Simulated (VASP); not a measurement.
A run of VASP 6.6.1 is set up as follows.

The input INCAR:

```
SYSTEM = La3GePd3
  PREC = Accurate
  ENCUT = 630
  EDIFF = 1E-6
  ISMEAR = 0
  SIGMA = 0.0294
  LREAL = .FALSE.
  LASPH = .TRUE.
  NELM = 200
  ALGO = Normal
  ISIF = 2
  LWAVE = .FALSE.
  LCHARG = .FALSE.
  GGA = PE
  IVDW = 13
  NBANDS = 60
  GGA_COMPAT = .FALSE.
  LMAXMIX = 6
```

Contents of KPOINTS:

```
Automatic mesh
0
G
  3 3 3
  0 0 0
```

POSCAR

```
La3GePd3
1.0
    5.6013830000      0.0000000000      0.0000000000
    0.0000000000      5.6013830000      0.0000000000
    0.0000000000      0.0000000000      5.6013830000
La Pd Ge
3 3 1
Direct
    0.5000000000      0.5000000000      0.0000000000
    0.0000000000      0.5000000000      0.5000000000
    0.5000000000      0.0000000000      0.5000000000
    0.5000000000      0.0000000000      0.0000000000
    0.0000000000      0.5000000000      0.0000000000
    0.0000000000      0.0000000000      0.5000000000
    0.5000000000      0.5000000000      0.5000000000
```

Potentials or basis: VASP PAW PBE potentials, release 64 (La, Pd_sv_GW, Ge_d).

The run is started by

```sh
$ cat potpaw_PBE.64/La/POTCAR potpaw_PBE.64/Pd_sv_GW/POTCAR potpaw_PBE.64/Ge_d/POTCAR > POTCAR
$ mpirun -np 1 vasp_std > vasp.out
```

(1) What does it give for the dispersion energy per atom?

(2) Estimate the band gap on the k mesh.

(3) What does it give for the pressure?

## Answers

(1) -0.397 eV.

(2) zero (an odd number of electrons rules out a gap without spin polarisation).

(3) 10.2 GPa.

Caveat: the k points lie up to 0.37 Å⁻¹ apart, too coarse for converged energies and pressures of a metal; spin-orbit coupling is left out, which moves the levels of the heavy elements.
